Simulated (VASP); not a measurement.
Wanted: the native input for a VASP 6.6.1 run.

* Task: single point
* Functional: PBEsol
* Potentials or basis: VASP PAW PBE potentials, release 64 (Bi_d, Te)
* Cutoff: 520 eV
* k mesh: 16 × 16 × 16
* Occupations: gaussian, width 0.15 eV
* Spin: no spin polarisation
* Dipole correction: no
* Further INCAR settings: ALGO = Fast; EDIFF = 1e-06; NBANDS = 18

The structure of BiTe lies in POSCAR:

```
BiTe
1.0
    0.0119893269      3.1971538327      3.1971538327
    3.1971538327      0.0119893269      3.1971538327
    3.2091431596      3.2091431596      0.0000000000
Bi Te
1 1
Direct
    0.0000000000      0.0000000000      0.0000000000
    0.5000000000      0.5000000000      0.5000000000
```

This cell differs from its parent crystal: strain +0.0075 x Voigt [0, 0, 0, 0, 0, 1].

These files were run (other wordings do the same):

INCAR

```
  PREC = Accurate
  ENCUT = 520
  EDIFF = 1E-6
  ISMEAR = 0
  SIGMA = 0.15
  LREAL = False
  LASPH = True
  NELM = 80
  ALGO = Fast
  ISIF = 2
  LWAVE = False
  LCHARG = True
  GGA = PS
  LELF = True
  LVHAR = True
  NBANDS = 18
```

KPOINTS

```
Automatic mesh
0
Gamma
  16 16 16
```

Potentials or basis: VASP PAW PBE potentials, release 64 (Bi_d, Te).

Command:

```console
$ cat potpaw_PBE.64/Bi_d/POTCAR potpaw_PBE.64/Te/POTCAR > POTCAR
$ mpirun -np 1 vasp_std > vasp.out
```

It gave:

The pressure is 0.0 GPa and the band gap on the k mesh is zero (an odd number of electrons rules out a gap without spin polarisation).

Caveat: the cell differs from its parent crystal (strain +0.0075 x Voigt [0, 0, 0, 0, 0, 1]); the PAW data sets were made with another functional, which shifts forces and pressure a little; spin-orbit coupling is left out, which moves the levels of the heavy elements.

Run time: 14 min on 1 thread of AMD EPYC 9755 128-Core Processor, on a shared host, peak memory 0.76 GiB.
